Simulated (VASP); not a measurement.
# ZnSe (Stilleite): single point with SVWN5

ZnSe (Stilleite):

```xyz
2
Lattice="0.0000 2.8338 2.8338 2.8338 0.0000 2.8338 2.8338 2.8338 0.0000" Properties=species:S:1:pos:R:3 pbc="T T T"
Se    4.2507    4.2507    4.2507
Zn    0.0000    0.0000    0.0000
```

| Quantity | Value |
| --- | --- |
| Program | VASP 6.6.1 |
| Task | single point |
| Functional | SVWN5 |
| Potentials or basis | VASP PAW PBE potentials, release 64 (Se, Zn) |
| Cutoff | 520 eV |
| k mesh | 8 × 8 × 8 |
| Occupations | fermi-dirac, width 0.05 eV |
| Spin | no spin polarisation |

| Property | Result |
| --- | --- |
| Pressure | -3.2 GPa |
| Band gap on the k mesh | 1.04 eV, direct |

Levels at points of the mesh, in eV from the valence-band top:
| k point | band 6 | band 7 | band 8 | band 9 | band 10 | band 11 | band 12 | band 13 |
| --- | --- | --- | --- | --- | --- | --- | --- | --- |
| (0.00, 0.00, 0.00) | -6.29 | 0.00 | 0.00 | 0.00 | 1.04 | 5.70 | 5.70 | 5.70 |
| (0.50, 0.00, 0.00) | -6.14 | -5.30 | -0.88 | -0.88 | 2.35 | 6.29 | 6.29 | 8.36 |
| (0.50, 0.50, 0.00) | -6.12 | -4.83 | -2.20 | -2.20 | 2.81 | 3.32 | 10.51 | 11.09 |

Run time: 9.3 s on 1 thread of Intel(R) Xeon(R) 6975P-C (Granite Rapids), with other jobs on the host, peak memory 0.15 GiB.

Caveat: the PAW data sets were made with another functional, which shifts forces and pressure a little.
